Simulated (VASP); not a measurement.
Set up this calculation in VASP 6.6.1, as the native input.

```yaml
Task: single point
Functional: PBE
Potentials_or_basis: VASP PAW PBE potentials, release 64 (Al, Ni)
Cutoff: 520 eV
k_mesh: 15 × 15 × 14
Occupations: gaussian, width 0.15 eV
Spin: no spin polarisation
Dipole_correction: no
Further_INCAR_settings: ALGO = Fast; EDIFF = 1e-07; NBANDS = 14
```

The structure of AlNi lies in POSCAR:

```
AlNi
1.0
    2.3639728847     -1.3653627902     -0.0544045529
    2.3639728847      1.3653627902     -0.0544045529
   -1.4855378211      0.0000000000      3.9390445835
Al Ni
1 1
Direct
    0.0000000000      0.0000000000      0.0000000000
    0.5000000000      0.5000000000      0.5000000000
```

The input as run:

INCAR

```
PREC     = Accurate       # precision mode
ENCUT    = 520            # plane-wave cutoff, eV
EDIFF    = 1E-7           # SCF threshold, eV
ISMEAR   = 0              # smearing method
SIGMA    = 0.15           # smearing width, eV
LREAL    = F              # projectors in reciprocal space
LASPH    = T              # aspherical terms in the spheres
NELM     = 100            # most SCF steps
ALGO     = Fast           # electronic algorithm
ISIF     = 2              # what is computed and relaxed
LWAVE    = F              # write WAVECAR
LCHARG   = F              # write CHGCAR
GGA      = PE             # functional
NBANDS   = 14             # bands
```

KPOINTS

```
regular mesh
0
Gamma
  15 15 14
```

Potentials or basis: VASP PAW PBE potentials, release 64 (Al, Ni).

Run with:

```console
$ cat potpaw_PBE.64/Al/POTCAR potpaw_PBE.64/Ni/POTCAR > POTCAR
$ mpirun -np 1 vasp_std > vasp.out
```

It gave:

The pressure is 0.2 GPa. The band gap on the k mesh is zero (an odd number of electrons rules out a gap without spin polarisation).

Wall time 7.6 min on 1 thread of Intel Xeon 8259CL (shared host), peak memory 0.4 GiB.
